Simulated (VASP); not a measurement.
Write the native input for VASP 6.6.1 that does the following.

```yaml
Task: single point
Functional: PBEsol
Potentials_or_basis: VASP PAW PBE potentials, release 64 (Ti_sv)
Cutoff: 520 eV
k_mesh: 22 × 22 × 22
Occupations: gaussian, width 0.15 eV
Spin: no spin polarisation
Dipole_correction: no
Further_INCAR_settings: ALGO = Fast; EDIFF = 1e-07; NBANDS = 12
```

The structure of Ti lies in POSCAR:

```
Ti
1.0
    0.0000000000      1.9972523380      2.0971149549
    1.9972523380      0.0000000000      2.0971149549
    1.9972523380      1.9972523380      0.0000000000
Ti
1
Direct
    0.0000000000      0.0000000000      0.0000000000
```

This cell differs from its parent crystal: ratio of the length along z to the lengths across it x 1.05, volume and fractional coordinates fixed.

One way to write it, as run:

INCAR

```
PREC     = Accurate       # precision mode
ENCUT    = 520            # plane-wave cutoff, eV
EDIFF    = 1E-7           # SCF threshold, eV
ISMEAR   = 0              # smearing method
SIGMA    = 0.15           # smearing width, eV
LREAL    = F              # projectors in reciprocal space
LASPH    = T              # aspherical terms in the spheres
NELM     = 60             # most SCF steps
ALGO     = Fast           # electronic algorithm
ISIF     = 2              # what is computed and relaxed
LWAVE    = F              # write WAVECAR
LCHARG   = F              # write CHGCAR
GGA      = PS             # functional
NBANDS   = 12             # bands
```

KPOINTS

```
Automatic mesh
0
Gamma
  22 22 22
```

Potentials or basis: VASP PAW PBE potentials, release 64 (Ti_sv).

Command:

```sh
$ cat potpaw_PBE.64/Ti_sv/POTCAR > POTCAR
$ mpirun -np 1 vasp_std > vasp.out
```

Results of the run:

```yaml
Pressure: -0.6 GPa
Band_gap_on_the_k_mesh: zero (band 6 reaches 9.25 eV, above the bottom of band 7 at 7.99 eV)
```

Caveat: the PAW data sets were made with another functional, which shifts forces and pressure a little.

It took 3 min on 1 thread of Intel Xeon 6975P-C, on a shared host, peak memory 0.28 GiB.
